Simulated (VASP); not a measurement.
# Si (Fd-3m) in VASP: a series of runs

Si is run at these levels: PBE; tasks: single point.

Everything below comes from runs of VASP 6.6.1. Logs are shortened: lines on timing, memory, paths and dates and some standing lists are left out, and cuts for length are marked.

## (1) The cell of the first run

It takes space group Fd-3m (No. 227, cubic). The conventional cell has a = 5.470 Å, b = 5.470 Å, c = 5.470 Å, α = 90.00°, β = 90.00°, γ = 90.00°. Within 3.1 Å of Si (site symmetry -43m) lie 4 Si at 2.37 Å.

## (2) Single point, PBE

Input file INCAR:

```
SYSTEM = Si
PREC = Accurate
ENCUT = 520
EDIFF = 1E-6
ISMEAR = 0
SIGMA = 0.01
LREAL = Auto
LASPH = .TRUE.
NELM = 60
ALGO = Normal
ISIF = 2
LWAVE = .FALSE.
LCHARG = .TRUE.
GGA = PE
LELF = .TRUE.
LVHAR = .TRUE.
NBANDS = 86
```

Input file KPOINTS:

```
regular mesh
0
G
  3 3 3
  0 0 0
```

Input file POSCAR:

```
Si
1.0
    5.4700936617     -5.4700936617      5.4700936617
   -5.4700936617      5.4700936617      5.4700936617
   -5.4700936617     -5.4700936617     -5.4700936617
Si
32
Direct
    0.2500000000      0.0000000000      0.5000000000
    0.5000000000      0.0000000000      0.2500000000
    0.7500000000      0.0000000000      0.0000000000
    0.0000000000      0.2500000000      0.5000000000
    0.2500000000      0.2500000000      0.2500000000
    0.0000000000      0.0000000000      0.7500000000
    0.7500000000      0.5000000000      0.5000000000
    0.5000000000      0.2500000000      0.0000000000
    0.7500000000      0.2500000000      0.7500000000
    0.0000000000      0.5000000000      0.2500000000
    0.5000000000      0.7500000000      0.5000000000
    0.2500000000      0.5000000000      0.0000000000
    0.7500000000      0.7500000000      0.2500000000
    0.5000000000      0.5000000000      0.7500000000
    0.0000000000      0.7500000000      0.0000000000
    0.2500000000      0.7500000000      0.7500000000
    0.0000000000      0.7500000000      0.2500000000
    0.2500000000      0.7500000000      0.0000000000
    0.5000000000      0.7500000000      0.7500000000
    0.7500000000      0.0000000000      0.2500000000
    0.0000000000      0.0000000000      1.0000000000
    0.7500000000      0.7500000000      0.5000000000
    0.5000000000      0.2500000000      0.2500000000
    0.2500000000      0.0000000000      0.7500000000
    0.5000000000      0.0000000000      0.5000000000
    0.7500000000      0.2500000000      0.0000000000
    0.2500000000      0.5000000000      0.2500000000
    0.0000000000      0.2500000000      0.7500000000
    0.5000000000      0.5000000000      0.0000000000
    0.2500000000      0.2500000000      0.5000000000
    0.7500000000      0.5000000000      0.7500000000
    0.0000000000      0.5000000000      0.5000000000
```

Potentials or basis: VASP PAW PBE potentials, release 64 (Si).

Run with:

```console
> cat potpaw_PBE.64/Si/POTCAR > POTCAR
> mpirun -np 1 vasp_std > vasp.out
```

OUTCAR:

```text
SYSTEM = Si
   PREC = Accurate
   ENCUT = 520
   EDIFF = 1E-6
   ISMEAR = 0
   LREAL = Auto
   LASPH = .TRUE.
   NELM = 60
   ISIF = 2
   GGA = PE

 ion  position               nearest neighbor table
   1  0.250  0.000  0.500-  17 2.37  24 2.37  25 2.37  30 2.37
   2  0.500  0.000  0.250-  18 2.37  20 2.37  23 2.37  25 2.37
   3  0.750  0.000  0.000-  19 2.37  20 2.37  21 2.37  26 2.37
   4  0.000  0.250  0.500-  20 2.37  28 2.37  30 2.37  32 2.37
   5  0.250  0.250  0.250-  21 2.37  23 2.37  27 2.37  30 2.37
   6  0.000  0.000  0.750-  21 2.37  22 2.37  24 2.37  28 2.37
[... 24 lines left out ...]
  31  0.750  0.500  0.750-   7 2.37   9 2.37  14 2.37  15 2.37
  32  0.000  0.500  0.500-   4 2.37   7 2.37  10 2.37  16 2.37

  LATTYP: Found a body centered cubic cell.
 ALAT       =    10.9401873234

  Lattice vectors:

 A1 = (   5.4700936617,  -5.4700936617,   5.4700936617)
 A2 = (  -5.4700936617,   5.4700936617,   5.4700936617)
 A3 = (  -5.4700936617,  -5.4700936617,  -5.4700936617)

Analysis of symmetry for initial positions (statically):
=====================================================================
 Subroutine PRICEL returns following result:

  LATTYP: Found a face centered cubic cell.
 ALAT       =     5.4700936617

  Lattice vectors:

 A1 = (  -2.7350468308,   2.7350468308,   0.0000000000)
 A2 = (   0.0000000000,   2.7350468309,  -2.7350468308)
 A3 = (  -2.7350468308,   0.0000000000,  -2.7350468308)

  16 primitive cells build up your supercell.

 Routine SETGRP: Setting up the symmetry group for a
 body centered cubic supercell.

 Subroutine GETGRP returns: Found 48 space group operations
 (whereof 24 operations were pure point group operations)
 out of a pool of 48 trial point group operations.

The static configuration has the point symmetry T_d .
 The point group associated with its full space group is O_h .

Analysis of symmetry for dynamics (positions and initial velocities):
=====================================================================
 Subroutine PRICEL returns following result:

  LATTYP: Found a face centered cubic cell.
 ALAT       =     5.4700936617

  Lattice vectors:

 A1 = (  -2.7350468308,   2.7350468308,   0.0000000000)
 A2 = (   0.0000000000,   2.7350468309,  -2.7350468308)
 A3 = (  -2.7350468308,   0.0000000000,  -2.7350468308)

  16 primitive cells build up your supercell.

 Routine SETGRP: Setting up the symmetry group for a
 body centered cubic supercell.

 Subroutine GETGRP returns: Found 48 space group operations
 (whereof 24 operations were pure point group operations)
 out of a pool of 48 trial point group operations.

The dynamic configuration has the point symmetry T_d .
 The point group associated with its full space group is O_h .

 Subroutine INISYM returns: Found 48 space group operations
 (whereof 24 operations are pure point group operations),
 and found    16 'primitive' translations

----------------------------------------------------------------------------------------

                                     Primitive cell

  volume of cell :      40.9189

  direct lattice vectors                    reciprocal lattice vectors
    -2.735046831  2.735046831  0.000000000    -0.182812226  0.182812226  0.182812226
     0.000000000  2.735046831 -2.735046831     0.182812226  0.182812226 -0.182812226
    -2.735046831  0.000000000 -2.735046831    -0.182812226 -0.182812226 -0.182812226

  length of vectors
     3.867940322  3.867940322  3.867940322     0.316640064  0.316640064  0.316640064

  position of ions in fractional coordinates (direct lattice)
     0.250000000  0.250000000  0.250000000
     0.000000000  0.000000000  1.000000000

  ion indices of the primitive-cell ions
   primitive index   ion index
                 1           1
                 2          25

----------------------------------------------------------------------------------------

 KPOINTS: regular mesh

Automatic generation of k-mesh.
 Grid dimensions read from file:
 generate k-points for:    3    3    3

 Generating k-lattice:

  Cartesian coordinates                     Fractional coordinates (reciprocal lattice)
     0.000000000 -0.030468704  0.030468704     0.333333333  0.000000000  0.000000000
    -0.030468704  0.000000000  0.030468704     0.000000000  0.333333333  0.000000000
    -0.030468704 -0.030468704  0.000000000     0.000000000  0.000000000  0.333333333

  Length of vectors
     0.043089255  0.043089255  0.043089255

  Shift w.r.t. Gamma in fractional coordinates (k-lattice)
     0.000000000  0.000000000  0.000000000

 Subroutine IBZKPT returns following result:
 ===========================================

 Found      4 irreducible k-points:

 Following reciprocal coordinates:
            Coordinates               Weight
  0.000000  0.000000  0.000000      1.000000
  0.333333  0.000000  0.000000     12.000000
  0.333333  0.333333  0.000000      8.000000
 -0.333333  0.333333  0.333333      6.000000
   k-points           NKPTS =      4   k-points in BZ     NKDIM =      4   number of bands    NBANDS=     86
   number of dos      NEDOS =    301   number of ions     NIONS =     32
   total plane-waves  NPLWV = 343000
   dimension x,y,z NGX =    70 NGY =   70 NGZ =   70
   dimension x,y,z NGXF=   140 NGYF=  140 NGZF=  140
   ions per type =              32
   NGX,Y,Z   is equivalent  to a cutoff of  12.28, 12.28, 12.28 a.u.
   NGXF,Y,Z  is equivalent  to a cutoff of  24.57, 24.57, 24.57 a.u.
 SYSTEM =  Si
   PREC   = accura    normal or accurate (medium, high low for compatibility)
   ISTART =      0    job   : 0-new  1-cont  2-samecut
   ICHARG =      2    charge: 1-file 2-atom 10-const
   ISPIN  =      1    spin polarized calculation?
   LNONCOLLINEAR =      F non collinear calculations
   LSORBIT =      F    spin-orbit coupling
   LASPH  =      T    aspherical Exc in radial PAW
   ENCUT  =  520.0 eV  38.22 Ry    6.18 a.u.  17.62 17.62 17.62*2*pi/ulx,y,z
   NELM   =     60;   NELMIN=  2; NELMDL= -5     # of ELM steps
   EDIFF  = 0.1E-05   stopping-criterion for ELM
   LREAL  =      T    real-space projection
   EDIFFG = 0.1E-04   stopping-criterion for IOM
   NSW    =      0    number of steps for IOM
   IBRION =     -1    ionic relax: 0-MD 1-quasi-New 2-CG
   NFREE  =      0    steps in history (QN), initial steepest desc. (CG)
   ISIF   =      2    stress and relaxation
   ISYM   =      2    0-nonsym 1-usesym 2-fastsym
   POTIM  = 0.5000    time-step for ionic-motion
   TEBEG  =    0.0;   TEEND  =   0.0 temperature during run
   PSTRESS=    0.0 pullay stress
   NELECT =     128.0000    total number of electrons
   NUPDOWN=      -1.0000    fix difference up-down
   EMIN   =  10.00;   EMAX   =-10.00  energy-range for DOS
   EFERMI =   0.00;   METHOD = LEGACY
   ISMEAR =     0;   SIGMA  =   0.01  broadening in eV -4-tet -1-fermi 0-gaus
   EFERMI_NEDOS =   21; number of points for ismear=-14 and -15
   IALGO  =     38    algorithm
   IMIX   =      4    mixing-type and parameters
     AMIX     =   0.40;   BMIX     =  1.00
     AMIX_MAG =   1.60;   BMIX_MAG =  1.00
  volume/ion in A,a.u.               =      20.46       138.07
  Fermi-wavevector in a.u.,A,eV,Ry     =   0.950160  1.795542 12.283394  0.902804
  Thomas-Fermi vector in A             =   2.078511
   LORBIT       =      0    0 simple, 1 ext, 2 COOP (PROOUT), +10 PAW based schemes
   GGA     = PE    functional components
   LHFCALC =     F    Hartree Fock is set to
   AEXX    =    0.0000 exact exchange contribution
   IVDW    =     0    specifies the selected vdW correction
   LEPSILON=     F    determine dielectric tensor
   LRPA    =     F    only Hartree local field effects (RPA)
 non-spin polarized calculation
 Gauss-broadening in eV      SIGMA  =   0.01
  energy-cutoff  :      520.00
  volume of cell :      654.70
 maximum number of plane-waves:     17645
 NGX is ok and might be reduce to    70

 number of electron     128.0000009 magnetization

 Free energy of the ion-electron system (eV)
  ---------------------------------------------------
  ext. energy  EPLUGINS =         0.00000000
  ---------------------------------------------------
  free energy    TOTEN  =      -173.60777348 eV

  energy without entropy =     -173.60777348  energy(sigma->0) =     -173.60777348

 E-fermi :   5.6698     XC(G=0):  -9.3244

 val. band max:        5.6084830625   @ k =   0.0000   0.0000   0.0000
 cond. band min:       6.3616608205   @ k =   0.0000   0.0000   0.0000
 fundamental gap:      0.7531777580
 Fermi energy:         5.6698350989

 k-point     1 :       0.0000    0.0000    0.0000
  band No.  band energies     occupation
      1      -6.2014      2.00000
      2      -4.1987      2.00000
      3      -4.1987      2.00000
      4      -4.1987      2.00000
      5      -4.1987      2.00000
      6      -4.1987      2.00000
[... 68 lines left out ...]
     75       8.0460      0.00000
     76       8.0460      0.00000

 k-point     2 :       0.3333    0.0000    0.0000
  band No.  band energies     occupation
      1      -5.9639      2.00000
      2      -5.2700      2.00000
      3      -4.6205      2.00000
      4      -4.6205      2.00000
      5      -4.6205      2.00000
      6      -4.6205      2.00000
[... 68 lines left out ...]
     75       8.2205      0.00000
     76       8.2324      0.00000

 k-point     3 :       0.3333    0.3333    0.0000
  band No.  band energies     occupation
      1      -5.4985      2.00000
      2      -5.4985      2.00000
      3      -5.4985      2.00000
      4      -4.8522      2.00000
      5      -4.1480      2.00000
      6      -4.1480      2.00000
[... 68 lines left out ...]
     75       7.6482      0.00000
     76       7.6482      0.00000

 k-point     4 :      -0.3333    0.3333    0.3333
  band No.  band energies     occupation
      1      -5.7262      2.00000
      2      -5.0314      2.00000
      3      -5.0314      2.00000
      4      -5.0314      2.00000
      5      -5.0314      2.00000
      6      -4.3327      2.00000
[... 68 lines left out ...]
     75       7.6313      0.00000
     76       8.3603      0.00000
 [bands above 76 left out]

------------------------ aborting loop because EDIFF is reached ----------------------------------------

  FORCE on cell =-STRESS in cart. coord.  units (eV):
  Direction    XX          YY          ZZ          XY          YZ          ZX
  --------------------------------------------------------------------------------------
  -------------------------------------------------------------------------------------
  Total       -0.3764955     -0.3764955     -0.3764955      0.0000000      0.0000000     -0.0000000
  in kB       -0.9213530     -0.9213530     -0.9213530      0.0000000      0.0000000     -0.0000000
  external PRESSURE =      -0.9213530 kB  Pullay stress =       0.0000000 kB

 VOLUME and BASIS-vectors are now :
 -----------------------------------------------------------------------------
  energy-cutoff  :      520.00
  volume of cell :      654.70
      direct lattice vectors                 reciprocal lattice vectors
     5.470093662 -5.470093662  5.470093662     0.000000000 -0.091406113  0.091406113
    -5.470093662  5.470093662  5.470093662    -0.091406113  0.000000000  0.091406113
    -5.470093662 -5.470093662 -5.470093662    -0.091406113 -0.091406113  0.000000000

 POSITION                                       TOTAL-FORCE (eV/Angst)
 -----------------------------------------------------------------------------------
     -1.36752     -4.10257     -1.36752        -0.000000     -0.000000      0.000000
      1.36752     -4.10257      1.36752        -0.000000     -0.000000      0.000000
      4.10257     -4.10257      4.10257        -0.000000     -0.000000      0.000000
     -4.10257     -1.36752     -1.36752        -0.000000     -0.000000      0.000000
     -1.36752     -1.36752      1.36752        -0.000000     -0.000000      0.000000
     -4.10257     -4.10257     -4.10257        -0.000000     -0.000000      0.000000
[... 24 lines left out ...]
     -2.73505     -5.47009      2.73505         0.000000      0.000000     -0.000000
     -5.47009      0.00000      0.00000         0.000000      0.000000     -0.000000
 -----------------------------------------------------------------------------------
    total drift:                               -0.000000      0.000000      0.000000

  FREE ENERGIE OF THE ION-ELECTRON SYSTEM (eV)
  ---------------------------------------------------
  free  energy   TOTEN  =      -173.6077734823 eV

  energy  without entropy=     -173.6077734823  energy(sigma->0) =     -173.60777348
```

Wall time 13 min (1 thread of AMD EPYC 7R13, shared host); peak memory 0.67 GiB.

What came out:

```yaml
Free_energy: -173.6078 eV
Pressure: -0.1 GPa
Band_gap_on_the_k_mesh: 0.75 eV
```

A k mesh can miss the band edges.

## (3) Single point, PBE

This run uses another cell than the first one: it holds 8 atoms, not 32.

Input file INCAR:

```
SYSTEM = Si
PREC     = Accurate       ! precision mode
ENCUT    = 520            ! plane-wave cutoff, eV
EDIFF    = 1E-6           ! SCF threshold, eV
ISMEAR   = 0              ! smearing method
SIGMA    = 0.01           ! smearing width, eV
LREAL    = .FALSE.        ! projectors in reciprocal space
LASPH    = .TRUE.         ! aspherical terms in the spheres
NELM     = 60             ! most SCF steps
ALGO     = Normal         ! electronic algorithm
ISIF     = 2              ! what is computed and relaxed
LWAVE    = .FALSE.        ! write WAVECAR
LCHARG   = .FALSE.        ! write CHGCAR
GGA      = PE             ! functional
NBANDS   = 26             ! bands
```

KPOINTS is that of step 2.

Input file POSCAR:

```
Si
1.0
    0.0000000000      0.0000000000     -5.4700936587
   -5.4700936587      0.0000000000      0.0000000000
    0.0000000000      5.4700936587      0.0000000000
Si
8
Direct
    0.2500000000      0.2500000000      0.2500000000
    0.2500000000      0.7500000000      0.7500000000
    0.7500000000      0.7500000000      0.2500000000
    0.7500000000      0.2500000000      0.7500000000
    0.0000000000      0.5000000000      0.5000000000
    0.0000000000      0.0000000000      0.0000000000
    0.5000000000      1.0000000000      0.5000000000
    0.5000000000      0.5000000000      0.0000000000
```

Potentials or basis: VASP PAW PBE potentials, release 64 (Si).

Run with:

```console
> cat potpaw_PBE.64/Si/POTCAR > POTCAR
> mpirun -np 1 vasp_std > vasp.out
```

Run time: 22 s. Hardware: 1 thread of AMD EPYC 7R13, shared host; peak memory 0.2 GiB.

It converged, with:

```yaml
Free_energy: -43.2830 eV
Pressure: 0.0 GPa
Band_gap_on_the_k_mesh: 0.75 eV
```

Levels at points of the mesh, in eV from the valence-band top:
```
           k point  band 14  band 15  band 16  band 17  band 18  band 19
(0.00, 0.00, 0.00)     0.00     0.00     0.00     0.75     0.75     0.75
```
